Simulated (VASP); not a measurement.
Crystal: In3As.

```xyz
4
Lattice="4.6717 0.0000 0.0000 0.0000 4.6717 0.0000 0.0000 0.0000 4.6717" Properties=species:S:1:pos:R:3 pbc="T T T"
In    2.3358    2.3358    0.0000
In    2.3358    0.0000    2.3358
In    0.0000    2.3358    2.3358
As    0.0000    0.0000    0.0000
```

```yaml
Program: VASP 6.6.1
Task: relaxation of cell and atoms
Functional: PBEsol
Dispersion: D4
Potentials_or_basis: VASP PAW PBE potentials, release 64 (In_d, As)
Cutoff: 600 eV
k_mesh: 6 × 6 × 6
Occupations: fermi-dirac, width 0.05 eV
Spin: no spin polarisation
```

At the start: pressure -3.7 GPa; volume 25.49 Å³/atom.

Q: How do energy, volume and symmetry change on relaxing?

A: Over 3 steps the energy falls by 25.3 meV/atom and the volume is 23.47 Å³/atom (-7.9 %); space group Pm-3m (No. 221, to 0.1 Å) before and after.

Step by step:
| step | energy change (eV) | largest force (eV/Å) | pressure (GPa) | volume (Å³) |
| --- | --- | --- | --- | --- |
| 1 | 0.0000 | 0.0000 | -3.67 | 101.96 |
| 2 | -0.1012 | 0.0000 | 0.17 | 93.59 |
| 3 | -0.1013 | 0.0000 | 0.02 | 93.87 |

Final structure:
```
CELL_PARAMETERS angstrom
4.54472 0.00000 0.00000
0.00000 4.54472 0.00000
0.00000 0.00000 4.54472
ATOMIC_POSITIONS crystal
In 0.50000 0.50000 0.00000
In 0.50000 0.00000 0.50000
In 0.00000 0.50000 0.50000
As 0.00000 0.00000 0.00000
```

Caveat: the PAW data sets were made with another functional, which shifts forces and pressure a little.
